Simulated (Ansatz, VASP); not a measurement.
One calculation of ZrS2, two programs

File INCAR:

```
SYSTEM = ZrS2
  ALGO = Normal
  EDIFF = 1E-6
  ENCUT = 500
  GGA = PE
  GGA_COMPAT = .False.
  ISIF = 2
  ISMEAR = 0
  LASPH = .True.
  LCHARG = .True.
  LELF = .True.
  LREAL = .False.
  LVHAR = .True.
  LWAVE = .False.
  NBANDS = 19
  NELM = 120
  PREC = Accurate
  SIGMA = 0.1
```

Contents of KPOINTS:

```
k-points
0
Gamma
  6 6 4
  0 0 0
```

Contents of POSCAR:

```
ZrS2
1.0
    3.6913825498      0.0000000000      0.0000000000
   -1.8456912749      3.1968310632      0.0000000000
    0.0000000000      0.0000000000      6.0410770100
Zr S
1 2
Direct
    0.0000000000      0.0000000000      0.0000000000
    0.6666666667      0.3333333333      0.7620900300
    0.3333333333      0.6666666667      0.2379099700
```

Input for Ansatz:

```yaml
crystal:
  lattice:
    - [3.6913825498, 0.0, 0.0]
    - [-1.8456912749, 3.1968310632, 0.0]
    - [0.0, 0.0, 6.04107701]
  atoms:
    - { symbol: Zr, position: [0.0, 0.0, 0.0] }
    - { symbol: S, position: [0.6666666667, 0.3333333333, 0.76209003] }
    - { symbol: S, position: [0.3333333333, 0.6666666667, 0.23790997] }
basis:
  ecutwfc: 420
kpoints:
  mp_grid: { grid: [6, 6, 4] }
hamiltonian:
  xc: pbe
scf:
  occupations: { method: gaussian, width: 0.1 }
  mixing: { preconditioner: kerker_dos }
  convergence: { dr2_threshold: "1e-9 eV" }
  max_iter: 50
output:
  forces: true
  stress: true
  eigenvalues: true
```

Alike in both runs: task single point; functional PBE; k mesh 6 × 6 × 4; occupations gaussian, width 0.1 eV; no spin polarisation.

```csv
,VASP,Ansatz
version,VASP 6.6.1,Ansatz 0.2.0
potentials or method,"VASP PAW PBE potentials, release 64 (Zr_sv, S), cutoff 500 eV","scalar-relativistic, plane waves, PAW"
valence electrons in the cell,24,24
```

|  | VASP | Ansatz | Ansatz less VASP |
| --- | --- | --- | --- |
| gap on the k mesh at the Fermi level (eV) | 1.07 | 1.07 | -0.003 |
| least direct gap on the mesh (eV) | 1.64 | 1.63 | -0.007 |
| pressure (GPa) | 0.5 | 0.5 | +0.03 |
| traceless stress, the component that is largest in VASP (GPa) | 0.65 | 0.61 | -0.031 |
| rms of the force components (eV/Å) | 0.021 | 0.018 | -0.0033 |

Atom by atom the forces differ by 0.003 eV/Å (rms over components). The functional is the same, so the differences come from potentials, cutoffs and numerics. Ansatz's warnings: stress scf threshold loose.
